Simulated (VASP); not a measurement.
# Si (Fd-3m) in VASP: notebook

Runs on Si. Level: LDA. Tasks: single point, relaxation of cell and atoms.

Program: VASP 6.6.1. These are calculated values, not measurements. Logs are shortened: lines on timing, memory, paths and dates and some standing lists are left out, and cuts for length are marked.

### Step 1. The cell of the first run

It takes space group Fd-3m (No. 227, cubic). Conventional cell: a = 5.431 Å, b = 5.431 Å, c = 5.431 Å, α = 90.00°, β = 90.00°, γ = 90.00°. Si (site symmetry -43m) has 4 Si at 2.35 Å within 3.1 Å.

### Step 2. Single point, LDA

INCAR reads:

```
ALGO     = Normal         # electronic algorithm
EDIFF    = 1E-6           # SCF threshold, eV
ENCUT    = 500            # plane-wave cutoff, eV
GGA_COMPAT= F            
ISIF     = 2              # what is computed and relaxed
ISMEAR   = 0              # smearing method
LASPH    = T              # aspherical terms in the spheres
LCHARG   = F              # write CHGCAR
LREAL    = F              # projectors in reciprocal space
LWAVE    = F              # write WAVECAR
NBANDS   = 11             # bands
NELM     = 120            # most SCF steps
PREC     = Accurate       # precision mode
SIGMA    = 0.1            # smearing width, eV
```

KPOINTS reads:

```
k-points
0
Gamma
  6 6 6
```

POSCAR reads:

```
Si
1.0
    0.0000000000      2.7154700000      2.7154700000
    2.7154700000      0.0000000000      2.7154700000
    2.7154700000      2.7154700000      0.0000000000
Si
2
Direct
    0.5000000000      0.5000000000      0.5000000000
    0.7500000000      0.7500000000      0.7500000000
```

Potentials or basis: VASP PAW LDA potentials, release 64 (Si).

Command:

```sh
$ cat potpaw_LDA.64/Si/POTCAR > POTCAR
$ mpirun -np 1 vasp_std > vasp.out
```

OUTCAR:

```text
EDIFF = 1E-6
   ENCUT = 500
   ISIF = 2
   ISMEAR = 0
   LASPH = T
   LREAL = F
   NELM = 120
   PREC = Accurate

 ion  position               nearest neighbor table
   1  0.500  0.500  0.500-   2 2.35   2 2.35   2 2.35   2 2.35
   2  0.750  0.750  0.750-   1 2.35   1 2.35   1 2.35   1 2.35

  LATTYP: Found a face centered cubic cell.
 ALAT       =     5.4309400000

  Lattice vectors:

 A1 = (   0.0000000000,   2.7154700000,   2.7154700000)
 A2 = (   2.7154700000,   0.0000000000,   2.7154700000)
 A3 = (   2.7154700000,   2.7154700000,   0.0000000000)

Analysis of symmetry for initial positions (statically):
=====================================================================
 Subroutine PRICEL returns:
 Original cell was already a primitive cell.

 Routine SETGRP: Setting up the symmetry group for a
 face centered cubic supercell.

 Subroutine GETGRP returns: Found 48 space group operations
 (whereof 24 operations were pure point group operations)
 out of a pool of 48 trial point group operations.

The static configuration has the point symmetry T_d .
 The point group associated with its full space group is O_h .

Analysis of symmetry for dynamics (positions and initial velocities):
=====================================================================
 Subroutine PRICEL returns:
 Original cell was already a primitive cell.

 Routine SETGRP: Setting up the symmetry group for a
 face centered cubic supercell.

 Subroutine GETGRP returns: Found 48 space group operations
 (whereof 24 operations were pure point group operations)
 out of a pool of 48 trial point group operations.

The dynamic configuration has the point symmetry T_d .
 The point group associated with its full space group is O_h .

 Subroutine INISYM returns: Found 48 space group operations
 (whereof 24 operations are pure point group operations),
 and found     1 'primitive' translations

----------------------------------------------------------------------------------------

                                     Primitive cell

  volume of cell :      40.0465

  direct lattice vectors                    reciprocal lattice vectors
     0.000000000  2.715470000  2.715470000    -0.184130187  0.184130187  0.184130187
     2.715470000  0.000000000  2.715470000     0.184130187 -0.184130187  0.184130187
     2.715470000  2.715470000  0.000000000     0.184130187  0.184130187 -0.184130187
[... 74 lines left out ...]
   NELM   =    120;   NELMIN=  2; NELMDL= -5     # of ELM steps
   EDIFF  = 0.1E-05   stopping-criterion for ELM
   LREAL  =      F    real-space projection
[... 7 lines left out ...]
   TEBEG  =    0.0;   TEEND  =   0.0 temperature during run
   PSTRESS=    0.0 pullay stress
   NELECT =       8.0000    total number of electrons
   NUPDOWN=      -1.0000    fix difference up-down
   EMIN   =  10.00;   EMAX   =-10.00  energy-range for DOS
   EFERMI =   0.00;   METHOD = LEGACY
   ISMEAR =     0;   SIGMA  =   0.10  broadening in eV -4-tet -1-fermi 0-gaus
   EFERMI_NEDOS =   21; number of points for ismear=-14 and -15
   IALGO  =     38    algorithm
   IMIX   =      4    mixing-type and parameters
     AMIX     =   0.40;   BMIX     =  1.00
     AMIX_MAG =   1.60;   BMIX_MAG =  1.00
  volume/ion in A,a.u.               =      20.02       135.12
  Fermi-wavevector in a.u.,A,eV,Ry     =   0.957010  1.808487 12.461143  0.915868
  Thomas-Fermi vector in A             =   2.085990
   LORBIT       =      0    0 simple, 1 ext, 2 COOP (PROOUT), +10 PAW based schemes
   GGA     = CA    functional components
   LHFCALC =     F    Hartree Fock is set to
   AEXX    =    0.0000 exact exchange contribution
   IVDW    =     0    specifies the selected vdW correction
   LEPSILON=     F    determine dielectric tensor
   LRPA    =     F    only Hartree local field effects (RPA)
 non-spin polarized calculation
 Gauss-broadening in eV      SIGMA  =   0.10
  energy-cutoff  :      500.00
  volume of cell :       40.05
 maximum number of plane-waves:      1034
   NGX = 13   NGY = 13   NGZ = 13

 number of electron       8.0000001 magnetization

 Free energy of the ion-electron system (eV)
  ---------------------------------------------------
  ext. energy  EPLUGINS =         0.00000000
  ---------------------------------------------------
  free energy    TOTEN  =       -11.89117908 eV

  energy without entropy =      -11.89117877  energy(sigma->0) =      -11.89117892

 E-fermi :   6.0695     XC(G=0):  -9.6023

 val. band max:        5.7770750370   @ k =   0.0000   0.0000   0.0000
 cond. band min:       6.3754473683   @ k =   0.5000   0.5000   0.0000
 fundamental gap:      0.5983723313
 Fermi energy:         6.0695076201

 k-point     1 :       0.0000    0.0000    0.0000
  band No.  band energies     occupation
      1      -6.1816      2.00000
      2       5.7771      1.99996
      3       5.7771      1.99996
      4       5.7771      1.99996
      5       8.2971      0.00000
      6       8.2971      0.00000
      7       8.2971      0.00000
      8       8.9843      0.00000
      9      13.4473      0.00000
     10      13.5002      0.00000
     11      13.5002      0.00000
[... 197 lines left out ...]
 k-point    16 :      -0.3333    0.5000    0.1667
  band No.  band energies     occupation
      1      -1.9151      2.00000
      2      -1.9151      2.00000
      3       2.1067      2.00000
      4       2.1067      2.00000
      5       8.4339      0.00000
      6       8.4339      0.00000
      7      12.4518      0.00000
      8      12.4518      0.00000
      9      16.2508      0.00000
     10      16.2508      0.00000
     11      18.6294      0.00000

------------------------ aborting loop because EDIFF is reached ----------------------------------------

  FORCE on cell =-STRESS in cart. coord.  units (eV):
  Direction    XX          YY          ZZ          XY          YZ          ZX
  --------------------------------------------------------------------------------------
  -------------------------------------------------------------------------------------
  Total       -0.3478014     -0.3478014     -0.3478014     -0.0000000     -0.0000000     -0.0000000
  in kB      -13.9147986    -13.9147986    -13.9147986     -0.0000000     -0.0000000     -0.0000000
  external PRESSURE =     -13.9147986 kB  Pullay stress =       0.0000000 kB

 VOLUME and BASIS-vectors are now :
 -----------------------------------------------------------------------------
  energy-cutoff  :      500.00
  volume of cell :       40.05
      direct lattice vectors                 reciprocal lattice vectors
     0.000000000  2.715470000  2.715470000    -0.184130187  0.184130187  0.184130187
     2.715470000  0.000000000  2.715470000     0.184130187 -0.184130187  0.184130187
     2.715470000  2.715470000  0.000000000     0.184130187  0.184130187 -0.184130187

 POSITION                                       TOTAL-FORCE (eV/Angst)
 -----------------------------------------------------------------------------------
      2.71547      2.71547      2.71547         0.000000      0.000000      0.000000
      4.07320      4.07320      4.07320        -0.000000     -0.000000     -0.000000
 -----------------------------------------------------------------------------------
    total drift:                                0.000000      0.000000     -0.000000

  FREE ENERGIE OF THE ION-ELECTRON SYSTEM (eV)
  ---------------------------------------------------
  free  energy   TOTEN  =       -11.8911790772 eV

  energy  without entropy=      -11.8911787662  energy(sigma->0) =      -11.89117892
```

OSZICAR:

```text
N       E                     dE             d eps       ncg     rms          rms(c)
DAV:   1     0.782199359405E+01    0.78220E+01   -0.32435E+03   352   0.570E+02
DAV:   2    -0.115235505917E+02   -0.19346E+02   -0.18516E+02   487   0.854E+01
DAV:   3    -0.121525369824E+02   -0.62899E+00   -0.62658E+00   448   0.140E+01
DAV:   4    -0.121578481599E+02   -0.53112E-02   -0.53104E-02   400   0.163E+00
DAV:   5    -0.121579102408E+02   -0.62081E-04   -0.62079E-04   431   0.170E-01    0.502E+00
DAV:   6    -0.119749382408E+02    0.18297E+00   -0.10297E-01   405   0.128E+00    0.300E+00
DAV:   7    -0.118909674249E+02    0.83971E-01   -0.18553E-01   397   0.177E+00    0.226E-01
DAV:   8    -0.118911962592E+02   -0.22883E-03   -0.78590E-03   409   0.485E-01    0.819E-02
DAV:   9    -0.118911736212E+02    0.22638E-04   -0.20504E-04   436   0.779E-02    0.628E-02
DAV:  10    -0.118911792559E+02   -0.56347E-05   -0.15237E-05   428   0.229E-02    0.262E-02
DAV:  11    -0.118911790772E+02    0.17875E-06   -0.91501E-07   276   0.507E-03
   1 F= -.11891179E+02 E0= -.11891179E+02  d E =-.310965E-06
```

stdout:

```text
POSCAR found type information on POSCAR Si
 POSCAR found :  1 types and       2 ions
 scaLAPACK will be used
 LDA part: xc-table for (Slater(with rela. corr.)+CA(PZ))
 , standard interpolation
 POSCAR, INCAR and KPOINTS ok, starting setup
 FFT: planning ... GRIDC
 FFT: planning ... GRID_SOFT
 FFT: planning ... GRID
 WAVECAR not read
 entering main loop
```

Run time: 7.5 s. Hardware: 1 thread of Intel Xeon 8259CL, shared host; peak memory 0.13 GiB.

Results:

```
Free energy            : -11.8912 eV
Pressure               : -1.4 GPa
Band gap on the k mesh : 0.60 eV (least direct gap 2.52 eV)
```

Levels at points of the mesh, in eV from the valence-band top:
```csv
k point,band 1,band 2,band 3,band 4,band 5,band 6,band 7,band 8,band 9
"(0.00, 0.00, 0.00)",-11.96,0.00,0.00,0.00,2.52,2.52,2.52,3.21,7.67
"(0.50, 0.00, 0.00)",-9.62,-6.99,-1.20,-1.20,1.43,3.29,3.29,7.51,10.51
"(0.50, 0.50, 0.00)",-7.81,-7.81,-2.85,-2.85,0.60,0.60,9.97,9.97,10.92
```

A k mesh can miss the band edges. LDA gaps usually lie below the measured ones, often by a third to a half.

### Step 3. Single point, LDA

This run uses another cell than the first one, of 19.70 Å³/atom.

INCAR reads:

```
ALGO = Normal
EDIFF = 1E-6
ENCUT = 500
GGA_COMPAT = False
ISIF = 2
ISMEAR = 0
LASPH = True
LCHARG = True
LELF = True
LREAL = False
LVHAR = True
LWAVE = False
NBANDS = 11
NELM = 120
PREC = Accurate
SIGMA = 0.02
```

KPOINTS reads:

```
k-points
0
Gamma
  10 10 10
```

POSCAR reads:

```
Si
1.0
    0.0000000000      2.7007989451      2.7007989451
    2.7007989451      0.0000000000      2.7007989451
    2.7007989451      2.7007989451      0.0000000000
Si
2
Direct
    0.5000000000      0.5000000000      0.5000000000
    0.7500000000      0.7500000000      0.7500000000
```

Potentials or basis: VASP PAW LDA potentials, release 64 (Si).

Command:

```sh
$ cat potpaw_LDA.64/Si/POTCAR > POTCAR
$ mpirun -np 1 vasp_std > vasp.out
```

OUTCAR:

```text
EDIFF = 1E-6
   ENCUT = 500
   ISIF = 2
   ISMEAR = 0
   LASPH = True
   LREAL = False
   NELM = 120
   PREC = Accurate

 ion  position               nearest neighbor table
   1  0.500  0.500  0.500-   2 2.34   2 2.34   2 2.34   2 2.34
   2  0.750  0.750  0.750-   1 2.34   1 2.34   1 2.34   1 2.34

  LATTYP: Found a face centered cubic cell.
 ALAT       =     5.4015978902

  Lattice vectors:

 A1 = (   0.0000000000,   2.7007989451,   2.7007989451)
[... 523 lines left out ...]

------------------------ aborting loop because EDIFF is reached ----------------------------------------

  FORCE on cell =-STRESS in cart. coord.  units (eV):
  Direction    XX          YY          ZZ          XY          YZ          ZX
  --------------------------------------------------------------------------------------
  -------------------------------------------------------------------------------------
  Total        0.0161824      0.0161824      0.0161824      0.0000000      0.0000000     -0.0000000
  in kB        0.6580331      0.6580331      0.6580331      0.0000000      0.0000000     -0.0000000
  external PRESSURE =       0.6580331 kB  Pullay stress =       0.0000000 kB

 VOLUME and BASIS-vectors are now :
 -----------------------------------------------------------------------------
  energy-cutoff  :      500.00
  volume of cell :       39.40
      direct lattice vectors                 reciprocal lattice vectors
     0.000000000  2.700798945  2.700798945    -0.185130404  0.185130404  0.185130404
     2.700798945  0.000000000  2.700798945     0.185130404 -0.185130404  0.185130404
     2.700798945  2.700798945  0.000000000     0.185130404  0.185130404 -0.185130404

 POSITION                                       TOTAL-FORCE (eV/Angst)
 -----------------------------------------------------------------------------------
      2.70080      2.70080      2.70080        -0.000000     -0.000000     -0.000000
      4.05120      4.05120      4.05120         0.000000      0.000000      0.000000
 -----------------------------------------------------------------------------------
    total drift:                                0.000000      0.000000     -0.000000

  FREE ENERGIE OF THE ION-ELECTRON SYSTEM (eV)
  ---------------------------------------------------
  free  energy   TOTEN  =       -11.9190402743 eV

  energy  without entropy=      -11.9190402743  energy(sigma->0) =      -11.91904027
```

OSZICAR:

```text
N       E                     dE             d eps       ncg     rms          rms(c)
DAV:   1     0.707935391110E+01    0.70794E+01   -0.32900E+03  1034   0.576E+02
DAV:   2    -0.116381864087E+02   -0.18718E+02   -0.18173E+02  1454   0.870E+01
DAV:   3    -0.121863065295E+02   -0.54812E+00   -0.54693E+00  1332   0.129E+01
DAV:   4    -0.121908696896E+02   -0.45632E-02   -0.45624E-02  1235   0.148E+00
DAV:   5    -0.121909194736E+02   -0.49784E-04   -0.49784E-04  1301   0.143E-01    0.511E+00
DAV:   6    -0.120034564925E+02    0.18746E+00   -0.10959E-01  1186   0.131E+00    0.306E+00
DAV:   7    -0.119188868833E+02    0.84570E-01   -0.19322E-01  1171   0.179E+00    0.243E-01
DAV:   8    -0.119190595191E+02   -0.17264E-03   -0.80301E-03  1181   0.490E-01    0.832E-02
DAV:   9    -0.119190354310E+02    0.24088E-04   -0.21401E-04  1262   0.786E-02    0.632E-02
DAV:  10    -0.119190404378E+02   -0.50068E-05   -0.16061E-05  1227   0.233E-02    0.272E-02
DAV:  11    -0.119190402743E+02    0.16352E-06   -0.92215E-07   794   0.514E-03
   1 F= -.11919040E+02 E0= -.11919040E+02  d E =-.838279E-36
```

stdout:

```text
POSCAR found type information on POSCAR Si
 POSCAR found :  1 types and       2 ions
 scaLAPACK will be used
 LDA part: xc-table for (Slater(with rela. corr.)+CA(PZ))
 , standard interpolation
 POSCAR, INCAR and KPOINTS ok, starting setup
 FFT: planning ... GRIDC
 FFT: planning ... GRID_SOFT
 FFT: planning ... GRID
 WAVECAR not read
 entering main loop
```

It took 21 s on 1 thread of Intel Xeon 8259CL, shared host; peak memory 0.14 GiB.

What came out:

* Free energy: -11.9190 eV
* Pressure: 0.1 GPa
* Band gap on the k mesh: 0.45 eV (least direct gap 2.53 eV)

### Step 4. Single point, LDA

This run uses another cell than the first one, of 19.70 Å³/atom.

INCAR reads:

```
ALGO = Normal
EDIFF = 1E-6
ENCUT = 500
GGA = CA
GGA_COMPAT = F
ISIF = 2
ISMEAR = 0
LASPH = T
LCHARG = F
LREAL = F
LWAVE = F
NBANDS = 11
NELM = 120
PREC = Accurate
SIGMA = 0.02
```

KPOINTS is that of step 3.

POSCAR is that of step 3.

Command:

```sh
$ cat potpaw_LDA.64/Si/POTCAR > POTCAR
$ mpirun -np 1 vasp_std > vasp.out
```

Run time: 17 s. Hardware: 1 thread of Intel Xeon 8259CL, shared host; peak memory 0.14 GiB.

The run converged. Its results:

```
Free energy            : -11.9190 eV
Pressure               : 0.1 GPa
Band gap on the k mesh : 0.45 eV (least direct gap 2.53 eV)
```

Levels at points of the mesh, in eV from the valence-band top:
```tsv
k point	band 1	band 2	band 3	band 4	band 5	band 6	band 7	band 8	band 9
(0.00, 0.00, 0.00)	-12.07	0.00	0.00	0.00	2.53	2.53	2.53	3.39	7.74
(0.50, 0.00, 0.00)	-9.69	-7.07	-1.21	-1.21	1.49	3.29	3.29	7.54	10.56
(0.50, 0.50, 0.00)	-7.87	-7.87	-2.90	-2.90	0.57	0.57	10.12	10.12	10.97
```

A k mesh can miss the band edges.

### Step 5. Relaxation of cell and atoms, LDA

INCAR reads:

```
PREC = Accurate ; ENCUT = 500
EDIFF = 1E-7 ; ISMEAR = 0
SIGMA = 0.02 ; LREAL = F
LASPH = T ; NELM = 120
ALGO = Normal ; ISIF = 3
LWAVE = F ; LCHARG = F
GGA = CA ; IBRION = 2
NSW = 100 ; EDIFFG = -0.005
GGA_COMPAT = F ; NELMIN = 4
```

KPOINTS reads:

```
regular mesh
0
Gamma
  10 10 10
```

POSCAR reads:

```
Si
1.0
    0.0000000000      2.7154700000      2.7154700000
    2.7154700000      0.0000000000      2.7154700000
    2.7154700000      2.7154700000      0.0000000000
Si
2
Direct
    0.5000000000      0.5000000000      0.5000000000
    0.7500000000      0.7500000000      0.7500000000
```

Command:

```sh
$ cat potpaw_LDA.64/Si/POTCAR > POTCAR
$ mpirun -np 1 vasp_std > vasp.out
```

Run time: 28 s. Hardware: 1 thread of Intel Xeon 8259CL, shared host; peak memory 0.14 GiB.

It converged, with:

```yaml
Free_energy: -11.9191 eV
Relaxed_volume: 19.71 Å³/atom
Relaxed_cell: a = 3.820 Å, b = 3.820 Å, c = 3.820 Å, α = 60.00°, β = 60.00°, γ = 60.00°
Space_group_after_relaxing_to_0.1_Å: Fd-3m (No. 227)
Energy_gained_by_relaxing: 1.4 meV/atom
Ionic_steps: 3
Pressure_after_relaxing: 0.0 GPa
Band_gap_on_the_k_mesh: 0.45 eV (least direct gap 2.53 eV)
```

Step by step:
```
step  energy change (eV)  largest force (eV/Å)  pressure (GPa)  volume (Å³)
   1              0.0000                0.0000           -1.46        40.05
   2             -0.0014                0.0000            1.08        39.00
   3             -0.0029                0.0000            0.00        39.43
```

Final structure:
```
CELL_PARAMETERS angstrom
0.00000 2.70141 2.70141
2.70141 0.00000 2.70141
2.70141 2.70141 0.00000
ATOMIC_POSITIONS crystal
Si 0.50000 0.50000 0.50000
Si 0.75000 0.75000 0.75000
```

Levels at points of the mesh, in eV from the valence-band top:
```tsv
k point	band 2	band 3	band 4	band 5	band 6	band 7
(0.00, 0.00, 0.00)	0.00	0.00	0.00	2.53	2.53	2.53
(0.50, 0.00, 0.00)	-7.06	-1.21	-1.21	1.48	3.29	3.29
(0.50, 0.50, 0.00)	-7.86	-2.89	-2.89	0.57	0.57	10.11
```

### Step 6. The runs side by side

| task | cell | k mesh | smearing | gap on the mesh (eV) | pressure (GPa) |
| --- | --- | --- | --- | --- | --- |
| single point | a = 3.840 Å, angles 60.0°, 2 atoms | 6 × 6 × 6 | gaussian 0.1 eV | 0.60 | -1.4 |
| single point | a = 3.820 Å, angles 60.0°, 2 atoms | 10 × 10 × 10 | gaussian 0.02 eV | 0.45 | 0.1 |
| relaxation of cell and atoms | relaxed from a = 3.840 Å, angles 60.0°, 2 atoms | 10 × 10 × 10 | gaussian 0.02 eV | 0.45 | 0.0 |

Alike in all rows: level LDA; potentials or basis VASP PAW LDA potentials, release 64 (Si); no spin polarisation; cutoff (eV) 500.

Total energies depend on the potentials used, so only differences within one code and one set of settings carry meaning.
